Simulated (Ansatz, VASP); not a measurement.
## Si63S in VASP and in Ansatz

```
S Si
1.0
     6.65089    6.65089    3.84477
    -9.97633    3.32544    1.92239
     3.32544   -9.97633    9.61193
S Si
1 63
Cartesian
  -5.4865 -5.4902 11.4546
  -2.1508 -2.1557 9.5974
  -5.4200 1.1996 3.8284
  1.1914 1.1945 7.6860
  4.5088 4.5037 5.7974
  1.1917 -5.4337 11.5304
  4.5345 -2.1568 9.5980
  -2.1235 -2.1371 5.7603
  1.1912 1.1934 3.8680
  1.1895 -5.4636 7.6815
  -2.1402 4.5429 9.5885
  -2.1487 -2.1456 13.4294
  1.1870 1.1813 11.4757
  -5.4549 1.1857 7.6860
  -2.1459 4.5531 5.7665
  4.5484 -2.1369 13.4590
  -4.4564 2.1458 1.9222
  2.1374 -4.5135 9.6114
  5.4722 -1.1873 7.6975
  -1.1787 -1.1747 3.8681
  2.1297 2.1467 2.0214
  2.1327 -4.5101 5.7746
  -1.1838 5.5200 7.6929
  -1.1856 -1.1919 11.5323
  2.1463 2.1524 9.6001
  -4.5051 2.1464 5.7865
  -1.1986 5.4953 3.8583
  -4.5180 -4.5394 9.5258
  -1.1962 -1.1895 7.7016
  5.4791 -1.2055 11.5399
  2.1256 2.1417 5.7988
  5.4238 5.4171 3.8600
  2.0289 -8.8662 9.6031
  -4.5263 -2.1659 9.6039
  -1.1872 1.1952 7.6843
  -7.8066 1.2696 3.8390
  -1.1925 -5.4548 11.5421
  -4.5042 -2.1205 5.7679
  2.1221 4.5136 5.7741
  2.1475 -2.1368 9.5951
  5.4578 1.1918 7.6921
  -1.1732 1.2110 3.8601
  5.4495 -5.4649 11.5465
  -1.1993 -5.4801 7.6891
  2.1413 -2.1290 5.7753
  -1.1760 1.1991 11.5093
  -4.5272 4.5263 5.7743
  2.1624 -2.0830 13.4334
  -2.1445 -4.5404 9.6111
  1.1881 -1.1853 7.6942
  4.4959 2.1265 5.7836
  -2.0589 2.1577 1.9269
  4.5176 -4.5400 9.6102
  1.2032 -1.1751 3.8611
  -2.2012 8.6956 5.7476
  -2.1263 2.1560 9.5980
  1.1967 5.4726 7.6995
  -5.4787 5.4536 3.8574
  1.2070 -1.1817 11.5055
  -5.4666 -1.2003 7.6948
  -2.1261 2.1660 5.7782
  4.5230 2.1356 9.6173
  1.1825 5.4570 3.8514
  7.8784 -1.1914 11.5200
```

Alike in both runs: task single point; functional PBE; k mesh 1 × 1 × 1; occupations gaussian, width 0.05 eV; collinear spin.

|  | VASP | Ansatz |
| --- | --- | --- |
| version | VASP 6.6.1 | Ansatz 0.2.0 |
| potentials or method | VASP PAW PBE potentials, release 64 (S, Si), cutoff 520 eV | scalar-relativistic, plane waves, PAW |
| valence electrons in the cell | 258 | 258 |

|  | VASP | Ansatz | Ansatz less VASP |
| --- | --- | --- | --- |
| gap on the k mesh at the Fermi level (eV) | 0.52 | 0.52 | 0.000 |
| rms of the force components (eV/Å) | 0.007 | 0.006 | -0.0010 |
| net moment per atom (μB) | 0.00 | 0.00 | 0.000 |

Atom by atom the forces differ by 0.002 eV/Å (rms over components). Ansatz's warnings: stability check not made.
